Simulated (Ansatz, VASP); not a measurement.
# Two plane-wave programs on WSe2

INCAR

```
ALGO     = Normal         # electronic algorithm
EDIFF    = 1E-6           # SCF threshold, eV
ENCUT    = 520            # plane-wave cutoff, eV
ISIF     = 2              # what is computed and relaxed
ISMEAR   = 0              # smearing method
LASPH    = T              # aspherical terms in the spheres
LCHARG   = T              # write CHGCAR
LELF     = T              # ELF
LREAL    = F              # projectors in reciprocal space
LVHAR    = T            
LWAVE    = F              # write WAVECAR
NBANDS   = 35             # bands
NELM     = 80             # most SCF steps
PREC     = Accurate       # precision mode
SIGMA    = 0.05           # smearing width, eV
```

File KPOINTS:

```
k-points
0
Gamma
  9 9 2
```

The input POSCAR:

```
WSe2
1.0
    3.2486079436      0.0000000000      0.0000000000
   -1.6243039718      2.8133770061      0.0000000000
    0.0000000000      0.0000000000     23.6283233151
W Se
2 4
Direct
    0.4792379671      0.3333333333      0.1354666708
    0.5155412623      0.6666666667      0.8645333292
    0.1547953226      0.6666666667      0.2058884835
    0.8458303967      0.3333333333      0.9351101390
    0.1601606995      0.6666666667      0.0648898610
    0.8513672385      0.3333333333      0.7941115165
```

Input for Ansatz:

```yaml
crystal:
  lattice:
    - [3.2486079436, 0.0, 0.0]
    - [-1.6243039718, 2.8133770061, 0.0]
    - [0.0, 0.0, 23.6283233151]
  atoms:
    - { symbol: W, position: [0.4792379671, 0.3333333333, 0.1354666708] }
    - { symbol: W, position: [0.5155412623, 0.6666666667, 0.8645333292] }
    - { symbol: Se, position: [0.1547953226, 0.6666666667, 0.2058884835] }
    - { symbol: Se, position: [0.8458303967, 0.3333333333, 0.935110139] }
    - { symbol: Se, position: [0.1601606995, 0.6666666667, 0.064889861] }
    - { symbol: Se, position: [0.8513672385, 0.3333333333, 0.7941115165] }
basis:
  ecutwfc: 420
kpoints:
  mp_grid: { grid: [9, 9, 2] }
hamiltonian:
  xc: lda
  pseudopotentials: { kind: paw, azcp: { folder: soft_1 } }
scf:
  occupations: { method: gaussian, width: 0.05 }
output:
  forces: true
  stress: true
  eigenvalues: true
```

Change from the starting cell: mode 4 frozen in at -0.600 Å and mode 11 at -0.020 Å (largest displacements).

Alike in both runs: task single point; functional LDA; k mesh 9 × 9 × 2; occupations gaussian, width 0.05 eV; no spin polarisation.

|  | VASP | Ansatz |
| --- | --- | --- |
| version | VASP 6.6.1 | Ansatz 0.2.0 |
| potentials or method | VASP PAW LDA potentials, release 64 (W_sv, Se), cutoff 520 eV | scalar-relativistic, plane waves, PAW |
| valence electrons in the cell | 52 | 92 |

```tsv
	VASP	Ansatz	Ansatz less VASP
gap on the k mesh at the Fermi level (eV)	1.29	1.29	+0.009
least direct gap on the mesh (eV)	1.71	1.71	-0.002
rms of the force components (eV/Å)	0.227	0.230	+0.0027
```

Ansatz warns that its potentials were made for another functional, while VASP's fit it. LDA's correlation is that of Perdew and Zunger in VASP and of Perdew and Wang (1992) in Ansatz. Atom by atom the forces differ by 0.049 eV/Å (rms over components). VASP's potentials hold 52 valence electrons a cell and Ansatz's 92, so a difference there can come from the potentials and not from the codes.

Spin-orbit coupling is off throughout.
